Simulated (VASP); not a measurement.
# AgBr (Fm-3m) in VASP: further runs, part 2 of 2

VASP 6.6.1. The steps go on from the part before.

### Step 3. Electric field gradients, PBEsol (volume scaled by 0.99)

The input, INCAR:

```
SYSTEM = AgBr
PREC = Accurate ; ENCUT = 400
EDIFF = 1E-8 ; ISMEAR = -1
SIGMA = 0.02 ; LREAL = .FALSE.
LASPH = .TRUE. ; NELM = 120
ALGO = Normal ; ISIF = 2
LWAVE = .FALSE. ; LCHARG = .FALSE.
GGA = PS ; LEFG = .TRUE.
NBANDS = 16 ; GGA_COMPAT = .FALSE.
```

The input, KPOINTS:

```
regular mesh
0
G
  7 7 7
  0 0 0
```

The input, POSCAR:

```
AgBr
1.0
    0.0000000000      2.8763975868      2.8763975868
    2.8763975868      0.0000000000      2.8763975868
    2.8763975868      2.8763975868      0.0000000000
Ag Br
1 1
Direct
    0.5000000000      0.5000000000      0.5000000000
    0.0000000000      0.0000000000      0.0000000000
```

Potentials or basis: VASP PAW PBE potentials, release 64 (Ag, Br).

Started as:

```bash
$ cat potpaw_PBE.64/Ag/POTCAR potpaw_PBE.64/Br/POTCAR > POTCAR
$ mpirun -np 1 vasp_std > vasp.out
```

OUTCAR:

```text
SYSTEM = AgBr
   PREC = Accurate
   ENCUT = 400
   EDIFF = 1E-8
   ISMEAR = -1
   LREAL = .FALSE.
   LASPH = .TRUE.
   NELM = 120
   ISIF = 2
   GGA = PS

 ion  position               nearest neighbor table
   1  0.500  0.500  0.500-   2 2.88   2 2.88   2 2.88   2 2.88   2 2.88   2 2.88
   2  0.000  0.000  0.000-   1 2.88   1 2.88   1 2.88   1 2.88   1 2.88   1 2.88

  LATTYP: Found a face centered cubic cell.
 ALAT       =     5.7527951736

  Lattice vectors:

 A1 = (   0.0000000000,   2.8763975868,   2.8763975868)
 A2 = (   2.8763975868,   0.0000000000,   2.8763975868)
 A3 = (   2.8763975868,   2.8763975868,   0.0000000000)

Analysis of symmetry for initial positions (statically):
=====================================================================
 Subroutine PRICEL returns:
 Original cell was already a primitive cell.

 Routine SETGRP: Setting up the symmetry group for a
 face centered cubic supercell.

[... 561 lines left out ...]
      direct lattice vectors                 reciprocal lattice vectors
     0.000000000  2.876397587  2.876397587    -0.173828542  0.173828542  0.173828542
     2.876397587  0.000000000  2.876397587     0.173828542 -0.173828542  0.173828542
     2.876397587  2.876397587  0.000000000     0.173828542  0.173828542 -0.173828542

 POSITION                                       TOTAL-FORCE (eV/Angst)
 -----------------------------------------------------------------------------------
      2.87640      2.87640      2.87640         0.000000      0.000000      0.000000
      0.00000      0.00000      0.00000        -0.000000     -0.000000     -0.000000
 -----------------------------------------------------------------------------------
    total drift:                                0.000000      0.000000      0.000000

  FREE ENERGIE OF THE ION-ELECTRON SYSTEM (eV)
  ---------------------------------------------------
  free  energy   TOTEN  =        -5.6852847686 eV

  energy  without entropy=       -5.6852847583  energy(sigma->0) =       -5.68528476

 Electric field gradients (V/A^2)
---------------------------------------------------------------------
 ion       V_xx      V_yy      V_zz      V_xy      V_xz      V_yz
---------------------------------------------------------------------
   1       0.000    -0.000    -0.000    -0.001    -0.001    -0.001
   2      -0.000    -0.000     0.000     0.000     0.000     0.000
---------------------------------------------------------------------

 Electric field gradients after diagonalization (V/A^2)
 (convention: |V_zz| > |V_xx| > |V_yy|)
----------------------------------------------------------------------
 ion       V_xx      V_yy      V_zz     asymmetry (V_yy - V_xx)/ V_zz
----------------------------------------------------------------------
   1       0.001     0.001    -0.003       0.000
   2      -0.000    -0.000     0.001       0.000
----------------------------------------------------------------------

           NMR quadrupolar parameters

 Cq : quadrupolar parameter    Cq=e*Q*V_zz/h
 eta: asymmetry parameters     (V_yy - V_xx)/ V_zz
 Q  : nuclear electric quadrupole moment in mb (millibarn)
----------------------------------------------------------------------
 ion       Cq(MHz)       eta       Q (mb)
----------------------------------------------------------------------
   1      -0.000       0.000       1.000
   2       0.000       0.000       1.000
----------------------------------------------------------------------
```

OSZICAR:

```text
N       E                     dE             d eps       ncg     rms          rms(c)
DAV:   1     0.716406721765E+02    0.71641E+02   -0.74712E+03   648   0.831E+02
DAV:   2    -0.377980402629E+01   -0.75420E+02   -0.70168E+02   800   0.184E+02
DAV:   3    -0.580775698385E+01   -0.20280E+01   -0.20235E+01   752   0.304E+01
DAV:   4    -0.581490592509E+01   -0.71489E-02   -0.71486E-02   848   0.210E+00
DAV:   5    -0.581496187407E+01   -0.55949E-04   -0.55948E-04   768   0.179E-01    0.621E+00
DAV:   6    -0.568929881508E+01    0.12566E+00   -0.26408E-01   768   0.699E+00    0.405E+00
DAV:   7    -0.568602873932E+01    0.32701E-02   -0.44545E-02   704   0.140E+00    0.173E+00
DAV:   8    -0.568531514416E+01    0.71360E-03   -0.30999E-03   768   0.539E-01    0.262E-01
DAV:   9    -0.568527630253E+01    0.38842E-04   -0.33203E-04   760   0.217E-01    0.434E-02
DAV:  10    -0.568528186598E+01   -0.55635E-05   -0.20442E-05   768   0.641E-02    0.196E-02
DAV:  11    -0.568528503107E+01   -0.31651E-05   -0.66141E-06   792   0.205E-02    0.574E-03
DAV:  12    -0.568528477686E+01    0.25420E-06   -0.57055E-07   744   0.652E-03    0.219E-03
DAV:  13    -0.568528477170E+01    0.51698E-08   -0.13269E-07   800   0.238E-03    0.585E-04
DAV:  14    -0.568528476859E+01    0.31096E-08   -0.66356E-09   488   0.492E-04
   1 F= -.56852848E+01 E0= -.56852848E+01  d E =-.103335E-07
```

stdout:

```text
POSCAR found type information on POSCAR AgBr
 POSCAR found :  2 types and       2 ions
 scaLAPACK will be used
 -----------------------------------------------------------------------------
|                                                                             |
|                                                                             |
|     You enforced a specific xc type in the INCAR file but a different       |
|     I HOPE YOU KNOW WHAT YOU ARE DOING!                                     |
|                                                                             |
 -----------------------------------------------------------------------------

 LDA part: xc-table for (Slater+PW92), standard interpolation
 POSCAR, INCAR and KPOINTS ok, starting setup
 FFT: planning ... GRIDC
 FFT: planning ... GRID_SOFT
 FFT: planning ... GRID
 WAVECAR not read
 entering main loop
ion   1

ion   2
```

Wall time 30 s (1 thread of Intel Xeon 8259CL, shared host); peak memory 0.15 GiB.

Results:

```yaml
Free_energy: -5.6853 eV
Pressure: -2.1 GPa
Band_gap_on_the_k_mesh: 0.58 eV, indirect (least direct gap 2.43 eV)
```

Levels at points of the mesh, in eV from the valence-band top:
```csv
k point,band 5,band 6,band 7,band 8,band 9,band 10,band 11,band 12,band 13,band 14
"(0.00, 0.00, 0.00)",-2.72,-2.72,-1.85,-1.85,-1.85,0.58,9.88,9.88,9.88,10.97
```

Caveat: without QUAD_EFG the Cq values of the log hold for a quadrupole moment of 1 mb, not for the nuclei; the PAW data sets were made with another functional, which shifts forces and pressure a little. A k mesh can miss the band edges.

### Step 4. Electric field gradients, PBEsol (volume scaled by 0.99)

The input, INCAR:

```
PREC = Accurate
ENCUT = 400
EDIFF = 1E-8
ISMEAR = -1
SIGMA = 0.02
LREAL = False
LASPH = True
NELM = 120
ALGO = Normal
ISIF = 2
LWAVE = False
LCHARG = False
GGA = PS
LEFG = True
NBANDS = 16
GGA_COMPAT = False
```

The input, KPOINTS:

```
regular mesh
0
Gamma
  7 7 7
```

POSCAR is that of step 3.

Potentials or basis: VASP PAW PBE potentials, release 64 (Ag, Br).

Started as:

```bash
$ cat potpaw_PBE.64/Ag/POTCAR potpaw_PBE.64/Br/POTCAR > POTCAR
$ mpirun -np 1 vasp_std > vasp.out
```

OUTCAR:

```text
PREC = Accurate
   ENCUT = 400
   EDIFF = 1E-8
   ISMEAR = -1
   LREAL = False
   LASPH = True
   NELM = 120
   ISIF = 2
   GGA = PS

 ion  position               nearest neighbor table
   1  0.500  0.500  0.500-   2 2.88   2 2.88   2 2.88   2 2.88   2 2.88   2 2.88
   2  0.000  0.000  0.000-   1 2.88   1 2.88   1 2.88   1 2.88   1 2.88   1 2.88

  LATTYP: Found a face centered cubic cell.
 ALAT       =     5.7527951736

  Lattice vectors:

 A1 = (   0.0000000000,   2.8763975868,   2.8763975868)
 A2 = (   2.8763975868,   0.0000000000,   2.8763975868)
 A3 = (   2.8763975868,   2.8763975868,   0.0000000000)

Analysis of symmetry for initial positions (statically):
[... 582 lines left out ...]
  free  energy   TOTEN  =        -5.6852847686 eV

  energy  without entropy=       -5.6852847583  energy(sigma->0) =       -5.68528476

 Electric field gradients (V/A^2)
---------------------------------------------------------------------
 ion       V_xx      V_yy      V_zz      V_xy      V_xz      V_yz
---------------------------------------------------------------------
   1       0.000    -0.000    -0.000    -0.001    -0.001    -0.001
   2      -0.000    -0.000     0.000     0.000     0.000     0.000
---------------------------------------------------------------------

 Electric field gradients after diagonalization (V/A^2)
 (convention: |V_zz| > |V_xx| > |V_yy|)
----------------------------------------------------------------------
 ion       V_xx      V_yy      V_zz     asymmetry (V_yy - V_xx)/ V_zz
----------------------------------------------------------------------
   1       0.001     0.001    -0.003       0.000
   2      -0.000    -0.000     0.001       0.000
----------------------------------------------------------------------

           NMR quadrupolar parameters

 Cq : quadrupolar parameter    Cq=e*Q*V_zz/h
 eta: asymmetry parameters     (V_yy - V_xx)/ V_zz
 Q  : nuclear electric quadrupole moment in mb (millibarn)
----------------------------------------------------------------------
 ion       Cq(MHz)       eta       Q (mb)
----------------------------------------------------------------------
   1      -0.000       0.000       1.000
   2       0.000       0.000       1.000
----------------------------------------------------------------------
```

stdout:

```text
POSCAR found type information on POSCAR AgBr
 POSCAR found :  2 types and       2 ions
 scaLAPACK will be used
 -----------------------------------------------------------------------------
|                                                                             |
|                                                                             |
|     You enforced a specific xc type in the INCAR file but a different       |
|     I HOPE YOU KNOW WHAT YOU ARE DOING!                                     |
|                                                                             |
 -----------------------------------------------------------------------------

 LDA part: xc-table for (Slater+PW92), standard interpolation
 POSCAR, INCAR and KPOINTS ok, starting setup
 FFT: planning ... GRIDC
 FFT: planning ... GRID_SOFT
 FFT: planning ... GRID
 WAVECAR not read
 entering main loop
ion   1

ion   2
```

It took 28 s on 1 thread of Intel Xeon 8259CL, shared host; peak memory 0.15 GiB.

Results:

- Free energy: -5.6853 eV
- Pressure: -2.1 GPa
- Band gap on the k mesh: 0.58 eV, indirect (least direct gap 2.43 eV)

Caveat: without QUAD_EFG the Cq values of the log hold for a quadrupole moment of 1 mb, not for the nuclei; the PAW data sets were made with another functional, which shifts forces and pressure a little. A k mesh can miss the band edges.
